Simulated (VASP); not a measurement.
# Re (I4/mmm) in VASP: a series of runs

Re is run at these levels: PBE; tasks: single point.

Everything below comes from runs of VASP 6.6.1. Logs are shortened: lines on timing, memory, paths and dates and some standing lists are left out, and cuts for length are marked.

## Step 1: The cell of the first run

Symmetry: I4/mmm, No. 139, tetragonal system. Conventional cell: a = 3.017 Å, b = 3.017 Å, c = 3.298 Å, α = 90.00°, β = 90.00°, γ = 90.00°. Within 3.6 Å of Re (site symmetry 4/mmm) lie 14 Re at 2.70 to 3.30 Å.

## Step 2: Single point, PBE (15.01 Å³/atom)

INCAR reads:

```
PREC = Accurate
ENCUT = 560
EDIFF = 1E-6
ISMEAR = 0
SIGMA = 0.15
LREAL = F
LASPH = T
NELM = 120
ALGO = Normal
ISIF = 2
LWAVE = F
LCHARG = F
GGA = PE
NBANDS = 14
GGA_COMPAT = F
```

KPOINTS reads:

```
regular mesh
0
Gamma
  10 10 10
```

POSCAR reads:

```
Re
1.0
    0.0000000000      2.1331671267      1.6489381890
    2.1331671267      0.0000000000      1.6489381890
    2.1331671267      2.1331671267      0.0000000000
Re
1
Direct
    0.0000000000      0.0000000000      0.0000000000
```

Potentials or basis: VASP PAW PBE potentials, release 64 (Re_sv_GW).

Run with:

```bash
> cat potpaw_PBE.64/Re_sv_GW/POTCAR > POTCAR
> mpirun -np 1 vasp_std > vasp.out
```

OUTCAR:

```text
PREC = Accurate
   ENCUT = 560
   EDIFF = 1E-6
   ISMEAR = 0
   LREAL = F
   LASPH = T
   NELM = 120
   ISIF = 2
   GGA = PE

 ion  position               nearest neighbor table
   1  0.000  0.000  0.000-

  LATTYP: Found a body centered tetragonal cell.
 ALAT       =     3.0167538814
 C/A-ratio  =     1.0931870838

  Lattice vectors:

 A1 = (   0.0000000000,  -2.1331671267,  -1.6489381890)
 A2 = (   0.0000000000,   2.1331671267,  -1.6489381890)
 A3 = (   2.1331671267,   0.0000000000,   1.6489381890)

Analysis of symmetry for initial positions (statically):
=====================================================================
 Subroutine PRICEL returns:
 Original cell was already a primitive cell.

 Routine SETGRP: Setting up the symmetry group for a
 body centered tetragonal supercell.

 Subroutine GETGRP returns: Found 16 space group operations
 (whereof 16 operations were pure point group operations)
 out of a pool of 16 trial point group operations.

The static configuration has the point symmetry D_4h.

Analysis of symmetry for dynamics (positions and initial velocities):
=====================================================================
 Subroutine PRICEL returns:
 Original cell was already a primitive cell.

 Routine SETGRP: Setting up the symmetry group for a
 body centered tetragonal supercell.

 Subroutine GETGRP returns: Found 16 space group operations
 (whereof 16 operations were pure point group operations)
 out of a pool of 16 trial point group operations.

The dynamic configuration has the point symmetry D_4h.

 Subroutine INISYM returns: Found 16 space group operations
 (whereof 16 operations are pure point group operations),
 and found     1 'primitive' translations

----------------------------------------------------------------------------------------

                                     Primitive cell

  volume of cell :      15.0067

  direct lattice vectors                    reciprocal lattice vectors
     0.000000000  2.133167127  1.648938189    -0.234393261  0.234393261  0.303225435
     2.133167127  0.000000000  1.648938189     0.234393261 -0.234393261  0.303225435
     2.133167127  2.133167127  0.000000000     0.234393261  0.234393261 -0.303225435

  length of vectors
     2.696182327  2.696182327  3.016753881     0.449250561  0.449250561  0.449250561

  position of ions in fractional coordinates (direct lattice)
     0.000000000  0.000000000  0.000000000

  ion indices of the primitive-cell ions
   primitive index   ion index
                 1           1

----------------------------------------------------------------------------------------

 KPOINTS: regular mesh
[... 82 lines left out ...]
   EFERMI =   0.00;   METHOD = LEGACY
   ISMEAR =     0;   SIGMA  =   0.15  broadening in eV -4-tet -1-fermi 0-gaus
   EFERMI_NEDOS =   21; number of points for ismear=-14 and -15
   IALGO  =     38    algorithm
   IMIX   =      4    mixing-type and parameters
     AMIX     =   0.40;   BMIX     =  1.00
     AMIX_MAG =   1.60;   BMIX_MAG =  1.00
  volume/ion in A,a.u.               =      15.01       101.27
  Fermi-wavevector in a.u.,A,eV,Ry     =   1.636856  3.093210 36.454067  2.679298
  Thomas-Fermi vector in A             =   2.728093
   LORBIT       =      0    0 simple, 1 ext, 2 COOP (PROOUT), +10 PAW based schemes
   GGA     = PE    functional components
   LHFCALC =     F    Hartree Fock is set to
   AEXX    =    0.0000 exact exchange contribution
   IVDW    =     0    specifies the selected vdW correction
   LEPSILON=     F    determine dielectric tensor
   LRPA    =     F    only Hartree local field effects (RPA)
 non-spin polarized calculation
 Gauss-broadening in eV      SIGMA  =   0.15
  energy-cutoff  :      560.00
  volume of cell :       15.01
 maximum number of plane-waves:       462
 NGX is ok and might be reduce to    24
   NGX = 11   NGY = 11   NGZ = 11

 number of electron      14.9999999 magnetization

 Free energy of the ion-electron system (eV)
  ---------------------------------------------------
  ext. energy  EPLUGINS =         0.00000000
  ---------------------------------------------------
  free energy    TOTEN  =       -13.75683724 eV

  energy without entropy =      -13.74172289  energy(sigma->0) =      -13.74928007

 E-fermi :  13.4475     XC(G=0): -14.1092

 val. band max:       13.4462234000   @ k =  -0.4000   0.0000   0.1000
 cond. band min:      13.5065910674   @ k =   0.4000  -0.0000   0.2000
 fundamental gap:      0.0603676674
 Fermi energy:        13.4475143968

 k-point     1 :       0.0000    0.0000    0.0000
  band No.  band energies     occupation
      1     -67.2074      2.00000
      2     -28.4874      2.00000
      3     -28.4200      2.00000
      4     -28.4200      2.00000
      5       2.9934      2.00000
      6      10.7057      2.00000
      7      10.7057      2.00000
      8      11.7840      2.00000
      9      13.6291      0.08685
     10      14.9554      0.00000
     11      27.2296      0.00000
     12      28.8911      0.00000
     13      28.8911      0.00000
     14      39.0967      0.00000
[... 377 lines left out ...]
      1     -67.0501      2.00000
      2     -29.3466      2.00000
      3     -28.9890      2.00000
      4     -28.9544      2.00000
      5       7.6163      2.00000
      6       7.9640      2.00000
      7      13.2489      1.93890
      8      13.2805      1.88466
      9      16.3208      0.00000
     10      16.7994      0.00000
     11      26.0560      0.00000
     12      27.4604      0.00000
     13      31.1969      0.00000
     14      35.1193      0.00000

 [... further k-points ...]

------------------------ aborting loop because EDIFF is reached ----------------------------------------

  FORCE on cell =-STRESS in cart. coord.  units (eV):
  Direction    XX          YY          ZZ          XY          YZ          ZX
  --------------------------------------------------------------------------------------
  -------------------------------------------------------------------------------------
  Total        0.0187929      0.0187929      0.2638827      0.0000000      0.0000000      0.0000000
  in kB        2.0064143      2.0064143     28.1732820      0.0000000      0.0000000      0.0000000
  external PRESSURE =      10.7287035 kB  Pullay stress =       0.0000000 kB

 VOLUME and BASIS-vectors are now :
 -----------------------------------------------------------------------------
  energy-cutoff  :      560.00
  volume of cell :       15.01
      direct lattice vectors                 reciprocal lattice vectors
     0.000000000  2.133167127  1.648938189    -0.234393261  0.234393261  0.303225435
     2.133167127  0.000000000  1.648938189     0.234393261 -0.234393261  0.303225435
     2.133167127  2.133167127  0.000000000     0.234393261  0.234393261 -0.303225435

 POSITION                                       TOTAL-FORCE (eV/Angst)
 -----------------------------------------------------------------------------------
      0.00000      0.00000      0.00000         0.000000      0.000000     -0.000000
 -----------------------------------------------------------------------------------
    total drift:                               -0.000000      0.000000     -0.000000

  FREE ENERGIE OF THE ION-ELECTRON SYSTEM (eV)
  ---------------------------------------------------
  free  energy   TOTEN  =       -13.7568372398 eV

  energy  without entropy=      -13.7417228917  energy(sigma->0) =      -13.74928007
```

Wall time 14 s (1 thread of AMD EPYC 9R45 (Zen 5), shared host); peak memory 0.13 GiB.

Results:

```yaml
Free_energy: -13.7568 eV
Pressure: 1.1 GPa
Band_gap_on_the_k_mesh: zero (an odd number of electrons rules out a gap without spin polarisation)
```

Levels at points of the mesh, in eV from the Fermi level:
```tsv
k point	band 4	band 5	band 6	band 7	band 8	band 9	band 10	band 11	band 12	band 13
(0.00, 0.00, 0.00)	-41.87	-10.45	-2.74	-2.74	-1.66	0.18	1.51	13.78	15.44	15.44
(0.50, 0.00, 0.00)	-41.90	-7.19	-4.24	-0.09	-0.06	1.91	4.40	9.73	11.78	17.26
(0.50, 0.50, 0.00)	-42.60	-6.92	-6.64	3.46	3.80	3.80	6.29	8.78	8.78	15.59
(0.50, 0.00, 0.50)	-41.94	-7.19	-5.37	0.62	1.77	2.25	4.71	10.53	11.34	15.25
```

Caveat: spin-orbit coupling is left out, which moves the levels of the heavy elements.

## Step 3: Single point, PBE (16.21 Å³/atom)

This run uses another cell than the first one, of 16.21 Å³/atom.

INCAR reads:

```
PREC = Accurate ; ENCUT = 560
EDIFF = 1E-6 ; ISMEAR = 0
SIGMA = 0.15 ; LREAL = False
LASPH = True ; NELM = 120
ALGO = Normal ; ISIF = 2
LWAVE = False ; LCHARG = True
GGA = PE ; LELF = True
LVHAR = True ; NBANDS = 14
GGA_COMPAT = False
```

KPOINTS is that of step 2.

POSCAR reads:

```
Re
1.0
    0.0000000000      2.1885898504      1.6917799544
    2.1885898504      0.0000000000      1.6917799544
    2.1885898504      2.1885898504      0.0000000000
Re
1
Direct
    0.0000000000      0.0000000000      0.0000000000
```

Potentials or basis: VASP PAW PBE potentials, release 64 (Re_sv_GW).

Run with:

```bash
> cat potpaw_PBE.64/Re_sv_GW/POTCAR > POTCAR
> mpirun -np 1 vasp_std > vasp.out
```

OUTCAR:

```text
PREC = Accurate
   ENCUT = 560
   EDIFF = 1E-6
   ISMEAR = 0
   LREAL = False
   LASPH = True
   NELM = 120
   ISIF = 2
   GGA = PE

 ion  position               nearest neighbor table
   1  0.000  0.000  0.000-

  LATTYP: Found a body centered tetragonal cell.
 ALAT       =     3.0951334489
 C/A-ratio  =     1.0931870837

  Lattice vectors:

 A1 = (   0.0000000000,  -2.1885898504,  -1.6917799544)
 A2 = (   0.0000000000,   2.1885898504,  -1.6917799544)
[... 588 lines left out ...]
     14      32.5385      0.00000

 [... further k-points ...]

------------------------ aborting loop because EDIFF is reached ----------------------------------------

  FORCE on cell =-STRESS in cart. coord.  units (eV):
  Direction    XX          YY          ZZ          XY          YZ          ZX
  --------------------------------------------------------------------------------------
  -------------------------------------------------------------------------------------
  Total       -2.3890287     -2.3890287     -2.0380790      0.0000000     -0.0000000     -0.0000000
  in kB     -236.1724937   -236.1724937   -201.4786173      0.0000000     -0.0000000     -0.0000000
  external PRESSURE =    -224.6078682 kB  Pullay stress =       0.0000000 kB

 VOLUME and BASIS-vectors are now :
 -----------------------------------------------------------------------------
  energy-cutoff  :      560.00
  volume of cell :       16.21
      direct lattice vectors                 reciprocal lattice vectors
     0.000000000  2.188589850  1.691779954    -0.228457607  0.228457607  0.295546710
     2.188589850  0.000000000  1.691779954     0.228457607 -0.228457607  0.295546710
     2.188589850  2.188589850  0.000000000     0.228457607  0.228457607 -0.295546710

 POSITION                                       TOTAL-FORCE (eV/Angst)
 -----------------------------------------------------------------------------------
      0.00000      0.00000      0.00000         0.000000      0.000000      0.000000
 -----------------------------------------------------------------------------------
    total drift:                                0.000000     -0.000000     -0.000000

  FREE ENERGIE OF THE ION-ELECTRON SYSTEM (eV)
  ---------------------------------------------------
  free  energy   TOTEN  =       -13.6804800007 eV

  energy  without entropy=      -13.6637785790  energy(sigma->0) =      -13.67212929
```

Wall time 14 s (1 thread of AMD EPYC 9R45 (Zen 5), shared host); peak memory 0.13 GiB.

Results:

```
Free energy            : -13.6805 eV
Pressure               : -22.5 GPa
Band gap on the k mesh : zero (an odd number of electrons rules out a gap without spin polarisation)
```

Caveat: the cell stands under tension; spin-orbit coupling is left out, which moves the levels of the heavy elements.

## Step 4: Single point, PBE (13.81 Å³/atom)

This run uses another cell than the first one, of 13.81 Å³/atom.

INCAR reads:

```
SYSTEM = Re
  ALGO = Normal
  EDIFF = 1E-6
  ENCUT = 560
  GGA = PE
  GGA_COMPAT = .False.
  ISIF = 2
  ISMEAR = 0
  LASPH = .True.
  LCHARG = .False.
  LREAL = .False.
  LWAVE = .False.
  NBANDS = 14
  NELM = 120
  PREC = Accurate
  SIGMA = 0.15
```

KPOINTS reads:

```
k-points
0
Gamma
  10 10 10
  0 0 0
```

POSCAR reads:

```
Re
1.0
    0.0000000000      2.0393367317      1.6598161659
    2.0393367317      0.0000000000      1.6598161659
    2.0393367317      2.0393367317      0.0000000000
Re
1
Direct
    0.0000000000      0.0000000000      0.0000000000
```

Run with:

```bash
> cat potpaw_PBE.64/Re_sv_GW/POTCAR > POTCAR
> mpirun -np 1 vasp_std > vasp.out
```

Wall time 8.3 s (1 thread of Intel Xeon 6975P-C (Granite Rapids), shared host); peak memory 0.15 GiB.

Results (log left out):

* Free energy: -13.6379 eV
* Pressure: 38.0 GPa
* Band gap on the k mesh: zero (an odd number of electrons rules out a gap without spin polarisation)

Stress tensor (GPa, compression positive):
```
32.06  0.00  0.00
 0.00 32.06  0.00
 0.00  0.00 49.99
```

Levels at points of the mesh, in eV from the Fermi level:
| k point | band 4 | band 5 | band 6 | band 7 | band 8 | band 9 | band 10 | band 11 |
| --- | --- | --- | --- | --- | --- | --- | --- | --- |
| (0.00, 0.00, 0.00) | -41.57 | -10.88 | -2.95 | -2.95 | -1.14 | -0.20 | 2.06 | 13.50 |
| (0.50, 0.00, 0.00) | -41.62 | -7.69 | -4.25 | -0.53 | 0.16 | 2.66 | 4.99 | 11.03 |
| (0.50, 0.50, 0.00) | -42.45 | -7.64 | -7.18 | 4.00 | 4.59 | 4.59 | 6.11 | 10.06 |
| (0.50, 0.00, 0.50) | -41.73 | -7.76 | -6.17 | 1.37 | 2.77 | 3.12 | 5.58 | 11.72 |

Caveat: the stress differs along the axes, from 32 to 50 GPa; spin-orbit coupling is left out, which moves the levels of the heavy elements.

(Continued in part 2 of 2.)

The gap in the log of VASP goes by the Fermi energy; the results here count the filled bands.